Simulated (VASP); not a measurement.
Write the native input for VASP 6.6.1 that does the following.

```yaml
Task: single point
Functional: PBE
Potentials_or_basis: VASP PAW PBE potentials, release 64 (Cd)
Cutoff: 520 eV
k_mesh: 12 × 12 × 12
Occupations: fermi-dirac, width 0.1 eV
Spin: non-collinear spin, zero start, spin-orbit coupling
Starting_moments: "[[0.0, 0.0, 0.0]] μB"
Dipole_correction: no
Further_INCAR_settings: ALGO = Normal; EDIFF = 1e-06; NBANDS = 23
```

The structure of Cd lies in POSCAR:

```
Cd
1.0
   -1.8007863773      1.8007863773      1.8007863773
    1.8007863773     -1.8007863773      1.8007863773
    1.8007863773      1.8007863773     -1.8007863773
Cd
1
Direct
    0.0000000000      0.0000000000      0.0000000000
```

One way to write it, as run:

INCAR

```
PREC = Accurate
ENCUT = 520
EDIFF = 1E-6
ISMEAR = -1
SIGMA = 0.1
LREAL = False
LASPH = True
NELM = 150
ALGO = Normal
ISIF = 2
LWAVE = False
LCHARG = False
MAGMOM = 0 0 0
LORBIT = 11
LSORBIT = True
GGA_COMPAT = False
LORBMOM = True
GGA = PE
NBANDS = 23
```

KPOINTS

```
Automatic mesh
0
Gamma
  12 12 12
```

Potentials or basis: VASP PAW PBE potentials, release 64 (Cd).

Run with:

```console
$ cat potpaw_PBE.64/Cd/POTCAR > POTCAR
$ mpirun -np 1 vasp_ncl > vasp.out
```

Results of the run:

```json
{
  "Pressure": "0.3 GPa",
  "Net moment": "0.00 μB per cell",
  "Valence electrons inside the program's atomic spheres": "Cd 10.29"
}
```

Run time: 2.2 min on 1 thread of AMD EPYC 7R13, on a shared host, peak memory 0.2 GiB.
